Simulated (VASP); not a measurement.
# CO2 (P1) in VASP: further runs

Runs on CO2. Level: PBEsol. Tasks: single point.

Everything below comes from runs of VASP 6.6.1. Logs are shortened: lines on timing, memory, paths and dates and some standing lists are left out, and cuts for length are marked.

### Step 1. The cell of the first run

The typed cell holds 18 atoms: a = 5.442 Å, b = 6.800 Å, c = 7.878 Å, α = 90.00°, β = 110.21°, γ = 90.00°.

### Step 2. Single point, PBEsol

INCAR reads:

```
SYSTEM = CO2
ALGO = Normal
EDIFF = 1E-6
ENCUT = 520
GGA = PS
ISIF = 2
ISMEAR = -1
LASPH = .True.
LCHARG = .False.
LREAL = Auto
LWAVE = .False.
NBANDS = 63
NELM = 60
PREC = Accurate
SIGMA = 0.2241
```

KPOINTS reads:

```
Automatic mesh
0
Gamma
  2 2 2
  0.5 0.5 0.5
```

POSCAR reads:

```
CO2
1.0
    5.4419974977      0.0000000000      0.0000000000
    0.0000000000      0.0000000000      6.7998096766
   -2.7209987488     -7.3933288841      0.0000000000
C O
6 12
Direct
    0.0887538700     -0.0397116997      0.0063793997
    0.3178110305      0.0242928858      0.6292971776
    0.6678676599     -0.0040734964      0.3451288371
    0.5170200536      0.5332706609      0.0330058359
    0.8121019018      0.5066152089      0.6604054921
    0.1173916108      0.5120963918      0.3249423957
    0.6499925993      0.9535661009      0.1872423129
    1.0048448937      0.8353952934      0.8904849362
    0.2739340843      0.8950625517      0.5228178079
    0.3540780389      0.1478501676      0.7367889465
    0.6588873420      0.0813421296      0.4806346445
    0.1505450352      0.0616102538      0.1347349774
    0.5911916206      0.4169832885      0.1364342120
    0.8744868616      0.4476747357      0.8143815992
    0.2334669999      0.4193714436      0.4327810990
    0.3946198811      0.6132211339      0.8989678539
    0.7686308715      0.5485503532      0.5136346644
   -0.0306403631      0.6013149183      0.2137984154
```

Potentials or basis: VASP PAW PBE potentials, release 64 (C, O).

On the command line:

```console
cat potpaw_PBE.64/C/POTCAR potpaw_PBE.64/O/POTCAR > POTCAR
mpirun -np 1 vasp_std > vasp.out
```

OUTCAR:

```text
SYSTEM = CO2
   EDIFF = 1E-6
   ENCUT = 520
   GGA = PS
   ISIF = 2
   ISMEAR = -1
   LASPH = .True.
   LREAL = Auto
   NELM = 60
   PREC = Accurate

 ion  position               nearest neighbor table
   1  0.089  0.960  0.006-  12 1.17   8 1.21
   2  0.318  0.024  0.629-  10 1.16   9 1.18
   3  0.668  0.996  0.345-  11 1.23   7 1.25
   4  0.517  0.533  0.033-  13 1.11  16 1.17
   5  0.812  0.507  0.660-  17 1.13  14 1.21
   6  0.117  0.512  0.325-  15 1.07  18 1.14
   7  0.650  0.954  0.187-   3 1.25
   8  0.005  0.835  0.890-   1 1.21
   9  0.274  0.895  0.523-   2 1.18
  10  0.354  0.148  0.737-   2 1.16
  11  0.659  0.081  0.481-   3 1.23
  12  0.151  0.062  0.135-   1 1.17
  13  0.591  0.417  0.136-   4 1.11
  14  0.874  0.448  0.814-   5 1.21
  15  0.233  0.419  0.433-   6 1.07
  16  0.395  0.613  0.899-   4 1.17
  17  0.769  0.549  0.514-   5 1.13
  18  0.969  0.601  0.214-   6 1.14

  LATTYP: Found a base centered orthorhombic cell.
 ALAT       =     5.4419974977
 B/A-ratio  =     2.7171379212
 C/A-ratio  =     1.2495062115

  Lattice vectors:

 A1 = (  -2.7209987489,   7.3933288841,   0.0000000000)
 A2 = (  -2.7209987488,  -7.3933288841,   0.0000000000)
 A3 = (   0.0000000000,   0.0000000000,   6.7998096766)

Analysis of symmetry for initial positions (statically):
=====================================================================
 Subroutine PRICEL returns:
 Original cell was already a primitive cell.

 Routine SETGRP: Setting up the symmetry group for a
 base centered orthorhombic supercell.

 Subroutine GETGRP returns: Found  1 space group operations
 (whereof  1 operations were pure point group operations)
 out of a pool of  8 trial point group operations.

The static configuration has the point symmetry C_1 .

Analysis of symmetry for dynamics (positions and initial velocities):
=====================================================================
 Subroutine PRICEL returns:
 Original cell was already a primitive cell.

 Routine SETGRP: Setting up the symmetry group for a
 base centered orthorhombic supercell.

 Subroutine GETGRP returns: Found  1 space group operations
 (whereof  1 operations were pure point group operations)
 out of a pool of  8 trial point group operations.

The dynamic configuration has the point symmetry C_1 .

 Subroutine INISYM returns: Found  1 space group operations
 (whereof  1 operations are pure point group operations),
 and found     1 'primitive' translations

----------------------------------------------------------------------------------------

                                     Primitive cell

  volume of cell :     273.5868

  direct lattice vectors                    reciprocal lattice vectors
     5.441997498  0.000000000  0.000000000     0.183756057 -0.067628535  0.000000000
     0.000000000  0.000000000  6.799809677     0.000000000  0.000000000  0.147062940
    -2.720998749 -7.393328884  0.000000000     0.000000000 -0.135257070  0.000000000

  length of vectors
     5.441997498  6.799809677  7.878143574     0.195805789  0.147062940  0.135257070

  position of ions in fractional coordinates (direct lattice)
     0.088753870  0.960288300  0.006379400
     0.317811031  0.024292886  0.629297178
     0.667867660  0.995926504  0.345128837
     0.517020054  0.533270661  0.033005836
     0.812101902  0.506615209  0.660405492
     0.117391611  0.512096392  0.324942396
[... 10 lines left out ...]
     0.768630872  0.548550353  0.513634664
     0.969359637  0.601314918  0.213798415

  ion indices of the primitive-cell ions
   primitive index   ion index
                 1           1
                 2           2
                 3           3
                 4           4
                 5           5
                 6           6
[... 10 lines left out ...]
                17          17
                18          18

----------------------------------------------------------------------------------------

 KPOINTS: Automatic mesh

Automatic generation of k-mesh.
 Grid dimensions read from file:
[... 46 lines left out ...]
 non-spin polarized calculation
  energy-cutoff  :      520.00
  volume of cell :      273.59
 maximum number of plane-waves:      7379
   NGX = 21   NGY = 25   NGZ = 29

 number of electron      96.0000003 magnetization

 Free energy of the ion-electron system (eV)
  ---------------------------------------------------
  ext. energy  EPLUGINS =         0.00000000
  ---------------------------------------------------
  free energy    TOTEN  =      -139.83665955 eV

  energy without entropy =     -139.83653494  energy(sigma->0) =     -139.83659724

 E-fermi :  -0.5312     XC(G=0):  -7.7604

 val. band max:       -3.2185823007   @ k =   0.2500  -0.2500   0.0000
 cond. band min:       2.0201594216   @ k =   0.2500   0.2500  -0.2500
 fundamental gap:      5.2387417223
 Fermi energy:        -0.5311814678

 k-point     1 :       0.2500    0.2500    0.2500
  band No.  band energies     occupation
      1     -25.3752      2.00000
      2     -24.6214      2.00000
      3     -24.5421      2.00000
      4     -24.2577      2.00000
      5     -23.9779      2.00000
      6     -23.6349      2.00000
[... 52 lines left out ...]
     59       5.1059      0.00000
     60       5.2470      0.00000

 k-point     2 :      -0.2500    0.2500   -0.2500
  band No.  band energies     occupation
      1     -25.3751      2.00000
      2     -24.6215      2.00000
      3     -24.5421      2.00000
      4     -24.2576      2.00000
      5     -23.9775      2.00000
      6     -23.6363      2.00000
[... 52 lines left out ...]
     59       5.1922      0.00000
     60       5.2275      0.00000

 k-point     3 :       0.2500   -0.2500    0.5000
  band No.  band energies     occupation
      1     -25.3752      2.00000
      2     -24.6202      2.00000
      3     -24.5431      2.00000
      4     -24.2569      2.00000
      5     -23.9798      2.00000
      6     -23.6362      2.00000
[... 251 lines left out ...]
      6     -23.6351      2.00000
[... 52 lines left out ...]
     59       5.0748      0.00000
     60       5.3439      0.00000

 k-point     8 :       0.2500   -0.2500    0.0000
  band No.  band energies     occupation
      1     -25.3754      2.00000
      2     -24.6242      2.00000
      3     -24.5385      2.00000
      4     -24.2591      2.00000
      5     -23.9754      2.00000
      6     -23.6365      2.00000
[... 52 lines left out ...]
     59       5.1702      0.00000
     60       5.2831      0.00000
 [bands above 60 left out]

------------------------ aborting loop because EDIFF is reached ----------------------------------------

  FORCE on cell =-STRESS in cart. coord.  units (eV):
  Direction    XX          YY          ZZ          XY          YZ          ZX
  --------------------------------------------------------------------------------------
  -------------------------------------------------------------------------------------
  Total        6.9260734      8.0804236     10.4673049     -9.5680413     19.5238702     -2.7859788
  in kB       40.5604299     47.3205287     61.2985693    -56.0323068    114.3355730    -16.3152324
  external PRESSURE =      49.7265093 kB  Pullay stress =       0.0000000 kB

 VOLUME and BASIS-vectors are now :
 -----------------------------------------------------------------------------
  energy-cutoff  :      520.00
  volume of cell :      273.59
      direct lattice vectors                 reciprocal lattice vectors
     5.441997498  0.000000000  0.000000000     0.183756057 -0.067628535  0.000000000
     0.000000000  0.000000000  6.799809677     0.000000000  0.000000000  0.147062940
    -2.720998749 -7.393328884  0.000000000     0.000000000 -0.135257070  0.000000000

 POSITION                                       TOTAL-FORCE (eV/Angst)
 -----------------------------------------------------------------------------------
      0.46564     -0.04717      6.52978        -1.418952      1.749345     -3.007054
      0.01721     -4.65260      0.16519        -0.221953      0.903525     -1.478154
      2.69544     -2.55165      6.77211        -0.364524      2.270732      2.342379
      2.72381     -0.24402      3.62614        -1.935890      6.453720      3.184905
      2.62249     -4.88259      3.44489        -0.285506     -7.118970     -2.753400
     -0.24532     -2.40241      3.48216        -3.704760      7.417013      5.806505
[... 10 lines left out ...]
      2.78529     -3.79747      3.73004         0.364521      4.102648      1.586717
      4.69351     -1.58068      4.08883        -0.238155      3.057806      3.299869
 -----------------------------------------------------------------------------------
    total drift:                               -0.000534     -0.024411     -0.007214

  FREE ENERGIE OF THE ION-ELECTRON SYSTEM (eV)
  ---------------------------------------------------
  free  energy   TOTEN  =      -139.8366595471 eV

  energy  without entropy=     -139.8365349417  energy(sigma->0) =     -139.83659724
```

Run time: 4.2 min. Hardware: 1 thread of Intel Xeon Platinum 8259CL at 2.50GHz (Skylake/Cascade Lake), shared host; peak memory 0.35 GiB.

Results:

- Free energy: -139.8367 eV
- Pressure: 5.0 GPa
- Largest force: 14.673 eV/Å
- Band gap on the k mesh: 5.24 eV

Forces in eV/Å, atoms in the order of the input:
```
C    -1.419   1.749  -3.007
C    -0.222   0.904  -1.478
C    -0.365   2.271   2.342
C    -1.936   6.454   3.185
C    -0.286  -7.119  -2.753
C    -3.705   7.417   5.807
O    -1.209  -5.739   0.518
O     0.597  -1.978   3.131
O    -0.355  -0.363   0.280
O     0.017  -0.817   0.849
O     2.342   3.500  -2.687
O     0.259   0.396   0.472
O     0.556  -6.426  -5.743
O    -0.170   2.866   1.002
O     5.171 -10.800  -8.481
O     0.597   0.525   1.679
O     0.365   4.103   1.587
O    -0.238   3.058   3.300
```

Stress tensor (GPa, compression positive):
```
 4.06 -5.60 -1.63
-5.60  4.73 11.43
-1.63 11.43  6.13
```

Levels at points of the mesh, in eV from the valence-band top:
| k point | band 44 | band 45 | band 46 | band 47 | band 48 | band 49 | band 50 | band 51 | band 52 | band 53 |
| --- | --- | --- | --- | --- | --- | --- | --- | --- | --- | --- |
| (0.25, 0.25, 0.25) | -0.65 | -0.59 | -0.51 | -0.19 | -0.01 | 5.29 | 6.19 | 6.52 | 6.84 | 7.23 |

Caveat: the k points lie up to 0.62 Å⁻¹ apart; the atoms stand as in a frame of molecular dynamics; this functional lacks dispersion, which holds the molecules together, so the pressure and a relaxed volume are unreliable; the PAW data sets were made with another functional, which shifts forces and pressure a little; a shifted mesh leaves out Γ, where band edges can lie.

### Step 3. Single point, PBEsol

INCAR reads:

```
SYSTEM = CO2
PREC     = Accurate       ! precision mode
ENCUT    = 520            ! plane-wave cutoff, eV
EDIFF    = 1E-7           ! SCF threshold, eV
ISMEAR   = -1             ! smearing method
SIGMA    = 0.2241         ! smearing width, eV
LREAL    = Auto         
LASPH    = .TRUE.         ! aspherical terms in the spheres
NELM     = 60             ! most SCF steps
ALGO     = Normal         ! electronic algorithm
ISIF     = 2              ! what is computed and relaxed
LWAVE    = .FALSE.        ! write WAVECAR
LCHARG   = .FALSE.        ! write CHGCAR
GGA      = PS             ! functional
NBANDS   = 63             ! bands
```

KPOINTS is that of step 2.

POSCAR reads:

```
CO2
1.0
    5.4419974977      0.0000000000      0.0000000000
    0.0000000000      0.0000000000      6.7998096766
   -2.7209987488     -7.3933288841      0.0000000000
C O
6 12
Direct
    0.1367357521     -0.0883827678      0.0330634554
    0.2340753932      0.0374376655      0.5985834080
    0.6311115345      0.0540444538      0.3442840214
    0.4587068100      0.4997720762     -0.0197683618
    0.7821609705      0.4929168844      0.6358683718
    0.0516940724      0.5120947741      0.3103445060
    0.7041038173      1.0250188360      0.2224345793
    1.0991372011      0.8229909757      0.9062690305
    0.2188435560      0.8940138458      0.5158933222
    0.2739446027      0.1718948111      0.6893387377
    0.6162720813      0.0419277912      0.4778679612
    0.2003798529      0.0479703132      0.1288426384
    0.5476468927      0.3987410132      0.1100878931
    0.8002469999      0.4739841486      0.7808743653
    0.2458160411      0.4079484768      0.3744004958
    0.4248429451      0.6435855131      0.9046385065
    0.7374503557      0.5250294008      0.4820380719
   -0.0636321754      0.6449199623      0.2339147936
```

Potentials or basis: VASP PAW PBE potentials, release 64 (C, O).

On the command line:

```console
cat potpaw_PBE.64/C/POTCAR potpaw_PBE.64/O/POTCAR > POTCAR
mpirun -np 1 vasp_std > vasp.out
```

It took 4.8 min on 1 thread of Intel Xeon Platinum 8259CL at 2.50GHz (Skylake/Cascade Lake), shared host; peak memory 0.36 GiB.

The run converged. Its results:

```
Free energy            : -138.7879 eV
Pressure               : 11.1 GPa
Largest force          : 12.223 eV/Å
Band gap on the k mesh : 5.18 eV
```

Forces on the atoms (eV/Å):
```
C     0.361  -2.466   4.624
C     0.719   1.383  -2.866
C     6.442   9.763  -1.091
C     1.190  -5.625  -3.088
C     0.561   5.219   1.142
C     6.040  -2.105  -2.900
O     0.106   1.044   0.732
O    -1.357   4.507  -3.691
O    -0.640   0.847  -1.270
O    -0.611  -2.608   3.923
O    -5.462 -10.926   0.434
O    -1.072  -1.860   0.252
O    -0.841   1.397  -1.290
O    -1.112  -6.020  -1.197
O    -3.729   0.815   0.993
O     0.792   4.569   3.307
O     0.702   0.501  -0.134
O    -2.088   1.566   2.120
```

Stress tensor (GPa, compression positive):
```
 4.80  5.02 -0.50
 5.02 18.33 -1.26
-0.50 -1.26 10.05
```

Levels at points of the mesh, in eV from the valence-band top:
```csv
k point,band 45,band 46,band 47,band 48,band 49,band 50,band 51,band 52
"(0.25, 0.25, 0.25)",-0.44,-0.34,-0.19,-0.03,5.33,5.83,6.30,6.68
```

Caveat: the k points lie up to 0.62 Å⁻¹ apart; the atoms stand as in a frame of molecular dynamics; this functional lacks dispersion, which holds the molecules together, so the pressure and a relaxed volume are unreliable; the PAW data sets were made with another functional, which shifts forces and pressure a little; a shifted mesh leaves out Γ, where band edges can lie. A k mesh can miss the band edges.

### Step 4. Single point, PBEsol

INCAR reads:

```
PREC = Accurate
ENCUT = 520
EDIFF = 1E-6
ISMEAR = -1
SIGMA = 0.2241
LREAL = Auto
LASPH = True
NELM = 100
ALGO = Normal
ISIF = 2
LWAVE = False
LCHARG = False
GGA = PS
NBANDS = 63
```

KPOINTS is that of step 3.

POSCAR reads:

```
CO2
1.0
    5.4419974977      0.0000000000      0.0000000000
    0.0000000000      0.0000000000      6.7998096766
   -2.7209987488     -7.3933288841      0.0000000000
C O
6 12
Direct
    0.1444352570     -0.0328315071     -0.0221226463
    0.1744740662      0.0320467793      0.5955862466
    0.7173599114      0.0405758415      0.3543238832
    0.5001116800      0.5044069118     -0.0108182662
    0.7314350468      0.4717123203      0.5989549592
    0.0842042090      0.5629745805      0.2746605801
    0.7509302051      1.1019171648      0.2253868354
    1.0663248099      0.8193217553      0.9034355302
    0.0977041177      0.8838719443      0.5049203219
    0.1969741726      0.1935729179      0.6643023835
    0.6210695769      0.0406852564      0.4591986983
    0.1964202809      0.0418802898      0.1304005293
    0.3976073117      0.3671854241      0.0290852745
    0.7191805463      0.4368303146      0.7405864240
    0.2018547593      0.4131368573      0.3525422771
    0.5395188180      0.6146441149      0.8906590121
    0.7996804130      0.5290970146      0.4798935710
   -0.0662275779      0.6949272443      0.2529353190
```

On the command line:

```console
cat potpaw_PBE.64/C/POTCAR potpaw_PBE.64/O/POTCAR > POTCAR
mpirun -np 1 vasp_std > vasp.out
```

Run time: 4.2 min. Hardware: 1 thread of Intel Xeon Platinum 8259CL at 2.50GHz (Skylake/Cascade Lake), shared host; peak memory 0.36 GiB.

Results (log left out):

```yaml
Free_energy: -137.6598 eV
Pressure: 1.9 GPa
Largest_force: 8.209 eV/Å
Band_gap_on_the_k_mesh: 3.80 eV (least direct gap 3.81 eV)
```

Forces on the atoms (eV/Å):
```
C   -2.258 -7.891  0.133
C   -1.385  1.097  0.527
C    2.303  5.397  2.534
C   -2.521  1.226 -2.681
C    2.271  0.243  1.146
C   -0.815 -4.110 -3.716
O    1.806  0.941 -0.846
O    0.659  3.474 -0.710
O    1.549 -3.349  3.131
O    0.697  0.939 -3.415
O   -4.753 -6.027 -1.441
O    1.401  4.457  0.437
O    0.449 -1.523  0.526
O   -0.060  0.560 -1.608
O   -0.562  3.105  4.158
O    0.945 -0.391  3.492
O   -1.551 -0.244 -0.785
O    1.824  2.095 -0.883
```

Stress tensor (GPa, compression positive):
```
 5.12  4.34  1.40
 4.34  3.44  0.43
 1.40  0.43 -2.82
```

Levels at points of the mesh, in eV from the valence-band top:
| k point | band 44 | band 45 | band 46 | band 47 | band 48 | band 49 | band 50 | band 51 | band 52 | band 53 |
| --- | --- | --- | --- | --- | --- | --- | --- | --- | --- | --- |
| (0.25, 0.25, 0.25) | -0.53 | -0.45 | -0.25 | -0.08 | 0.00 | 3.83 | 4.76 | 5.30 | 5.84 | 6.29 |

Caveat: the k points lie up to 0.62 Å⁻¹ apart; the atoms stand as in a frame of molecular dynamics; this functional lacks dispersion, which holds the molecules together, so the pressure and a relaxed volume are unreliable; the PAW data sets were made with another functional, which shifts forces and pressure a little; a shifted mesh leaves out Γ, where band edges can lie. A k mesh can miss the band edges.

### Step 5. Summary

```csv
cell,gap on the mesh (eV),pressure (GPa),largest force (eV/Å)
"as given, atomic positions A",5.24,5.0,14.67
"as given, atomic positions B",5.18,11.1,12.22
"as given, atomic positions C",3.80,1.9,8.21
```

Alike in all rows: task single point; level PBEsol; potentials or basis VASP PAW PBE potentials, release 64 (C, O); no spin polarisation; k mesh 2 × 2 × 2, shifted; cutoff (eV) 520; smearing fermi-dirac 0.2241 eV.

Caveats: all runs use coarse meshes; the atoms stand as in a frame of molecular dynamics; this functional lacks dispersion, which holds the molecules together, so the pressure and a relaxed volume are unreliable; the PAW data sets were made with another functional, which shifts forces and pressure a little; a shifted mesh leaves out Γ, where band edges can lie.

Absolute energies hang on the potentials; compare differences alone.
